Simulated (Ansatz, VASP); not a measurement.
## BiBrO in VASP and in Ansatz

```
CELL_PARAMETERS angstrom
4.01200 0.00000 0.00000
0.00000 4.01200 0.00000
0.00000 0.00000 7.62390
ATOMIC_POSITIONS crystal
Bi 0.00000 0.50000 0.15756
Bi 0.50000 0.00000 0.84244
Br 0.00000 0.50000 0.65172
Br 0.50000 0.00000 0.34828
O 0.00000 0.00000 0.00000
O 0.50000 0.50000 0.00000
```

Alike in both runs: task single point; functional LDA; k mesh 8 × 8 × 4; occupations gaussian, width 0.05 eV; no spin polarisation.

```csv
,VASP,Ansatz
version,VASP 6.6.1,Ansatz 0.2.0
potentials or method,"VASP PAW LDA potentials, release 64 (Bi_d, Br, O), cutoff 520 eV","scalar-relativistic, plane waves, PAW"
valence electrons in the cell,56,56
```

|  | VASP | Ansatz | Ansatz less VASP |
| --- | --- | --- | --- |
| gap on the k mesh at the Fermi level (eV) | 1.78 | 1.79 | +0.008 |
| least direct gap on the mesh (eV) | 1.91 | 1.92 | +0.007 |
| pressure (GPa) | -3.6 | -3.8 | -0.26 |
| traceless stress, the component that is largest in VASP (GPa) | 2.59 | 2.65 | +0.058 |
| rms of the force components (eV/Å) | 0.007 | 0.028 | +0.0204 |

LDA's correlation is that of Perdew and Zunger in VASP and of Perdew and Wang (1992) in Ansatz. Atom by atom the forces differ by 0.024 eV/Å (rms over components).

Neither program's run includes spin-orbit coupling.
